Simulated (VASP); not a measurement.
# InPd (Pm-3m) in VASP: single point with PBE

Aim: the single point of InPd with PBE.

Program: VASP 6.6.1. These are calculated values, not measurements. Logs are shortened: lines on timing, memory, paths and dates and some standing lists are left out, and cuts for length are marked.

### Step 1. The cell of the first run

Symmetry: Pm-3m, No. 221, cubic system. Conventional cell: a = 3.272 Å, b = 3.272 Å, c = 3.272 Å, α = 90.00°, β = 90.00°, γ = 90.00°. Within 3.7 Å of In (site symmetry m-3m) lie 8 Pd at 2.83 Å and 6 In at 3.27 Å. Pd (site symmetry m-3m) has 8 In at 2.83 Å and 6 Pd at 3.27 Å within 3.7 Å.

### Step 2. Single point, PBE

The input, INCAR:

```
ALGO = Normal ; EDIFF = 1E-7
ENCUT = 520 ; GGA = PE
ISIF = 2 ; ISMEAR = -1
LASPH = True ; LCHARG = True
LELF = True ; LREAL = False
LVHAR = True ; LWAVE = False
NBANDS = 18 ; NELM = 100
PREC = Accurate ; SIGMA = 0.05
```

The input, KPOINTS:

```
k-points
0
Gamma
  9 9 9
```

The input, POSCAR:

```
InPd
1.0
    3.2718847800      0.0000000000      0.0000000000
    0.0000000000      3.2718847800      0.0000000000
    0.0000000000      0.0000000000      3.2718847800
In Pd
1 1
Direct
    0.0000000000      0.0000000000      0.0000000000
    0.5000000000      0.5000000000      0.5000000000
```

Potentials or basis: VASP PAW PBE potentials, release 64 (In_d, Pd).

Started as:

```bash
cat potpaw_PBE.64/In_d/POTCAR potpaw_PBE.64/Pd/POTCAR > POTCAR
mpirun -np 1 vasp_std > vasp.out
```

OUTCAR:

```text
EDIFF = 1E-7
   ENCUT = 520
   GGA = PE
   ISIF = 2
   ISMEAR = -1
   LASPH = True
   LREAL = False
   NELM = 100
   PREC = Accurate

 ion  position               nearest neighbor table
   1  0.000  0.000  0.000-   2 2.83   2 2.83   2 2.83   2 2.83   2 2.83   2 2.83   2 2.83   2 2.83

   2  0.500  0.500  0.500-   1 2.83   1 2.83   1 2.83   1 2.83   1 2.83   1 2.83   1 2.83   1 2.83

  LATTYP: Found a simple cubic cell.
 ALAT       =     3.2718847800

  Lattice vectors:

 A1 = (   3.2718847800,   0.0000000000,   0.0000000000)
 A2 = (   0.0000000000,   3.2718847800,   0.0000000000)
 A3 = (   0.0000000000,   0.0000000000,   3.2718847800)

Analysis of symmetry for initial positions (statically):
=====================================================================
 Subroutine PRICEL returns:
 Original cell was already a primitive cell.

 Routine SETGRP: Setting up the symmetry group for a
 simple cubic supercell.

 Subroutine GETGRP returns: Found 48 space group operations
 (whereof 48 operations were pure point group operations)
 out of a pool of 48 trial point group operations.

The static configuration has the point symmetry O_h .

Analysis of symmetry for dynamics (positions and initial velocities):
=====================================================================
 Subroutine PRICEL returns:
 Original cell was already a primitive cell.

 Routine SETGRP: Setting up the symmetry group for a
 simple cubic supercell.

 Subroutine GETGRP returns: Found 48 space group operations
 (whereof 48 operations were pure point group operations)
 out of a pool of 48 trial point group operations.

The dynamic configuration has the point symmetry O_h .

 Subroutine INISYM returns: Found 48 space group operations
 (whereof 48 operations are pure point group operations),
 and found     1 'primitive' translations

----------------------------------------------------------------------------------------

                                     Primitive cell

  volume of cell :      35.0263

  direct lattice vectors                    reciprocal lattice vectors
     3.271884780  0.000000000  0.000000000     0.305634234  0.000000000  0.000000000
     0.000000000  3.271884780  0.000000000     0.000000000  0.305634234  0.000000000
     0.000000000  0.000000000  3.271884780     0.000000000  0.000000000  0.305634234

  length of vectors
     3.271884780  3.271884780  3.271884780     0.305634234  0.305634234  0.305634234

  position of ions in fractional coordinates (direct lattice)
     0.000000000  0.000000000  0.000000000
     0.500000000  0.500000000  0.500000000

  ion indices of the primitive-cell ions
   primitive index   ion index
                 1           1
                 2           2

----------------------------------------------------------------------------------------

 KPOINTS: k-points

Automatic generation of k-mesh.
 Grid dimensions read from file:
 generate k-points for:    9    9    9

 Generating k-lattice:

  Cartesian coordinates                     Fractional coordinates (reciprocal lattice)
     0.033959359  0.000000000  0.000000000     0.111111111  0.000000000  0.000000000
     0.000000000  0.033959359  0.000000000     0.000000000  0.111111111  0.000000000
     0.000000000  0.000000000  0.033959359     0.000000000  0.000000000  0.111111111

  Length of vectors
     0.033959359  0.033959359  0.033959359

  Shift w.r.t. Gamma in fractional coordinates (k-lattice)
     0.000000000  0.000000000  0.000000000

 Subroutine IBZKPT returns following result:
 ===========================================

 Found     35 irreducible k-points:

 Following reciprocal coordinates:
            Coordinates               Weight
  0.000000  0.000000  0.000000      1.000000
  0.111111  0.000000  0.000000      6.000000
  0.222222  0.000000  0.000000      6.000000
  0.333333  0.000000  0.000000      6.000000
  0.444444  0.000000  0.000000      6.000000
  0.111111  0.111111  0.000000     12.000000
[... 16 lines left out ...]
  0.333333  0.333333  0.111111     24.000000
  0.444444  0.333333  0.111111     48.000000
 [... further k-points ...]
   k-points           NKPTS =     35   k-points in BZ     NKDIM =     35   number of bands    NBANDS=     18
   number of dos      NEDOS =    301   number of ions     NIONS =      2
   total plane-waves  NPLWV =  13824
   dimension x,y,z NGX =    24 NGY =   24 NGZ =   24
   dimension x,y,z NGXF=    48 NGYF=   48 NGZF=   48
   ions per type =               1   1
   NGX,Y,Z   is equivalent  to a cutoff of  12.19, 12.19, 12.19 a.u.
   NGXF,Y,Z  is equivalent  to a cutoff of  24.39, 24.39, 24.39 a.u.
 SYSTEM =  unknown system
   PREC   = accura    normal or accurate (medium, high low for compatibility)
   ISTART =      0    job   : 0-new  1-cont  2-samecut
   ICHARG =      2    charge: 1-file 2-atom 10-const
   ISPIN  =      1    spin polarized calculation?
   LNONCOLLINEAR =      F non collinear calculations
   LSORBIT =      F    spin-orbit coupling
   LASPH  =      T    aspherical Exc in radial PAW
   ENCUT  =  520.0 eV  38.22 Ry    6.18 a.u.   6.08  6.08  6.08*2*pi/ulx,y,z
   NELM   =    100;   NELMIN=  2; NELMDL= -5     # of ELM steps
   EDIFF  = 0.1E-06   stopping-criterion for ELM
   LREAL  =      F    real-space projection
   EDIFFG = 0.1E-05   stopping-criterion for IOM
   NSW    =      0    number of steps for IOM
   IBRION =     -1    ionic relax: 0-MD 1-quasi-New 2-CG
   NFREE  =      0    steps in history (QN), initial steepest desc. (CG)
   ISIF   =      2    stress and relaxation
   ISYM   =      2    0-nonsym 1-usesym 2-fastsym
   POTIM  = 0.5000    time-step for ionic-motion
   TEBEG  =    0.0;   TEEND  =   0.0 temperature during run
   PSTRESS=    0.0 pullay stress
   NELECT =      23.0000    total number of electrons
   NUPDOWN=      -1.0000    fix difference up-down
   EMIN   =  10.00;   EMAX   =-10.00  energy-range for DOS
   EFERMI =   0.00;   METHOD = LEGACY
   ISMEAR =    -1;   SIGMA  =   0.05  broadening in eV -4-tet -1-fermi 0-gaus
   EFERMI_NEDOS =   21; number of points for ismear=-14 and -15
   IALGO  =     38    algorithm
   IMIX   =      4    mixing-type and parameters
     AMIX     =   0.40;   BMIX     =  1.00
     AMIX_MAG =   1.60;   BMIX_MAG =  1.00
  volume/ion in A,a.u.               =      17.51       118.18
  Fermi-wavevector in a.u.,A,eV,Ry     =   1.422938  2.688964 27.548447  2.024754
  Thomas-Fermi vector in A             =   2.543589
   LORBIT       =      0    0 simple, 1 ext, 2 COOP (PROOUT), +10 PAW based schemes
   GGA     = PE    functional components
   LHFCALC =     F    Hartree Fock is set to
   AEXX    =    0.0000 exact exchange contribution
   IVDW    =     0    specifies the selected vdW correction
   LEPSILON=     F    determine dielectric tensor
   LRPA    =     F    only Hartree local field effects (RPA)
 non-spin polarized calculation
  energy-cutoff  :      520.00
  volume of cell :       35.03
 maximum number of plane-waves:       956
   NGX = 13   NGY = 13   NGZ = 13

 number of electron      22.9999997 magnetization

 Free energy of the ion-electron system (eV)
  ---------------------------------------------------
  ext. energy  EPLUGINS =         0.00000000
  ---------------------------------------------------
  free energy    TOTEN  =        -8.72690743 eV

  energy without entropy =       -8.72011636  energy(sigma->0) =       -8.72351190

 E-fermi :  10.5603     XC(G=0): -12.2311

 val. band max:       10.4807708671   @ k =   0.3333   0.2222   0.0000
 cond. band min:      10.6276039891   @ k =   0.4444   0.4444   0.4444
 fundamental gap:      0.1468331220
 Fermi energy:        10.5602855155

 k-point     1 :       0.0000    0.0000    0.0000
  band No.  band energies     occupation
      1      -4.4739      2.00000
      2      -4.4739      2.00000
      3      -4.0656      2.00000
      4      -4.0656      2.00000
      5      -4.0656      2.00000
      6       0.4305      2.00000
[... 10 lines left out ...]
     17      21.0705      0.00000
     18      26.5075      0.00000

 k-point     2 :       0.1111    0.0000    0.0000
  band No.  band energies     occupation
      1      -4.4671      2.00000
      2      -4.4327      2.00000
      3      -4.0781      2.00000
      4      -4.0781      2.00000
      5      -4.0618      2.00000
      6       0.6265      2.00000
[... 10 lines left out ...]
     17      22.2480      0.00000
     18      26.0734      0.00000

 k-point     3 :       0.2222    0.0000    0.0000
  band No.  band energies     occupation
      1      -4.4501      2.00000
      2      -4.3288      2.00000
      3      -4.1097      2.00000
      4      -4.1097      2.00000
      5      -4.0524      2.00000
      6       1.2114      2.00000
[... 10 lines left out ...]
     17      25.2762      0.00000
     18      25.3012      0.00000

 k-point     4 :       0.3333    0.0000    0.0000
  band No.  band energies     occupation
      1      -4.4305      2.00000
      2      -4.2114      2.00000
      3      -4.1453      2.00000
      4      -4.1453      2.00000
      5      -4.0416      2.00000
      6       2.1674      2.00000
[... 10 lines left out ...]
     17      23.9552      0.00000
     18      23.9634      0.00000

 k-point     5 :       0.4444    0.0000    0.0000
  band No.  band energies     occupation
      1      -4.4178      2.00000
      2      -4.1683      2.00000
      3      -4.1683      2.00000
      4      -4.1353      2.00000
      5      -4.0345      2.00000
      6       3.4220      2.00000
[... 10 lines left out ...]
     17      21.8560      0.00000
     18      21.8560      0.00000

 k-point     6 :       0.1111    0.1111    0.0000
  band No.  band energies     occupation
      1      -4.4442      2.00000
      2      -4.4080      2.00000
      3      -4.0930      2.00000
      4      -4.0816      2.00000
      5      -4.0690      2.00000
      6       0.8209      2.00000
[... 10 lines left out ...]
     17      22.2606      0.00000
     18      25.3092      0.00000

 k-point     7 :       0.2222    0.1111    0.0000
  band No.  band energies     occupation
      1      -4.4223      2.00000
      2      -4.3096      2.00000
      3      -4.1303      2.00000
      4      -4.1113      2.00000
      5      -4.0660      2.00000
      6       1.3987      2.00000
[... 10 lines left out ...]
     17      23.6372      0.00000
     18      25.3467      0.00000

 k-point     8 :       0.3333    0.1111    0.0000
  band No.  band energies     occupation
      1      -4.4034      2.00000
      2      -4.1923      2.00000
      3      -4.1719      2.00000
      4      -4.1481      2.00000
      5      -4.0593      2.00000
      6       2.3356      2.00000
[... 10 lines left out ...]
     17      22.5983      0.00000
     18      24.0713      0.00000
[... 229 lines left out ...]
     17      23.1795      0.00000
     18      23.4226      0.00000

 k-point    20 :       0.2222    0.2222    0.1111
  band No.  band energies     occupation
      1      -4.3343      2.00000
      2      -4.2320      2.00000
      3      -4.1800      2.00000
      4      -4.1368      2.00000
      5      -4.1178      2.00000
      6       2.1141      2.00000
[... 10 lines left out ...]
     17      23.3861      0.00000
     18      23.8876      0.00000

 k-point    21 :       0.3333    0.2222    0.1111
  band No.  band energies     occupation
      1      -4.3103      2.00000
      2      -4.2374      2.00000
      3      -4.1747      2.00000
      4      -4.1258      2.00000
      5      -4.1187      2.00000
      6       2.9487      2.00000
[... 10 lines left out ...]
     17      22.9659      0.00000
     18      24.1318      0.00000

 k-point    22 :       0.4444    0.2222    0.1111
  band No.  band energies     occupation
      1      -4.2991      2.00000
      2      -4.2751      2.00000
      3      -4.2019      2.00000
      4      -4.1242      2.00000
      5      -4.0436      2.00000
      6       3.8898      2.00000
[... 10 lines left out ...]
     17      22.9325      0.00000
     18      24.6876      0.00000

 k-point    23 :       0.3333    0.3333    0.1111
  band No.  band energies     occupation
      1      -4.3072      2.00000
      2      -4.2705      2.00000
      3      -4.1853      2.00000
      4      -4.1691      2.00000
      5      -4.0246      2.00000
      6       3.6009      2.00000
[... 10 lines left out ...]
     17      22.0341      0.00000
     18      23.4170      0.00000

 k-point    24 :       0.4444    0.3333    0.1111
  band No.  band energies     occupation
      1      -4.3505      2.00000
      2      -4.2562      2.00000
      3      -4.2104      2.00000
      4      -4.1794      2.00000
      5      -3.9519      2.00000
      6       4.1884      2.00000
[... 10 lines left out ...]
     17      22.0423      0.00000
     18      23.8759      0.00000

 [... further k-points ...]
[... 5 lines left out ...]
  --------------------------------------------------------------------------------------
  -------------------------------------------------------------------------------------
  Total        0.8375496      0.8375496      0.8375496     -0.0000000      0.0000000     -0.0000000
  in kB       38.3113197     38.3113197     38.3113197     -0.0000000      0.0000000     -0.0000000
  external PRESSURE =      38.3113197 kB  Pullay stress =       0.0000000 kB

 VOLUME and BASIS-vectors are now :
 -----------------------------------------------------------------------------
  energy-cutoff  :      520.00
  volume of cell :       35.03
      direct lattice vectors                 reciprocal lattice vectors
     3.271884780  0.000000000  0.000000000     0.305634234  0.000000000  0.000000000
     0.000000000  3.271884780  0.000000000     0.000000000  0.305634234  0.000000000
     0.000000000  0.000000000  3.271884780     0.000000000  0.000000000  0.305634234

 POSITION                                       TOTAL-FORCE (eV/Angst)
 -----------------------------------------------------------------------------------
      0.00000      0.00000      0.00000         0.000000      0.000000      0.000000
      1.63594      1.63594      1.63594         0.000000      0.000000      0.000000
 -----------------------------------------------------------------------------------
    total drift:                                0.000000      0.000000     -0.000000

  FREE ENERGIE OF THE ION-ELECTRON SYSTEM (eV)
  ---------------------------------------------------
  free  energy   TOTEN  =        -8.7269074315 eV

  energy  without entropy=       -8.7201163640  energy(sigma->0) =       -8.72351190
```

Run time: 15 s. Hardware: 1 thread of Intel Xeon 8259CL, shared host; peak memory 0.15 GiB.

Results:

```yaml
Free_energy: -8.7269 eV
Pressure: 3.8 GPa
```

Caveat: spin-orbit coupling is left out, which moves the levels of the heavy elements.
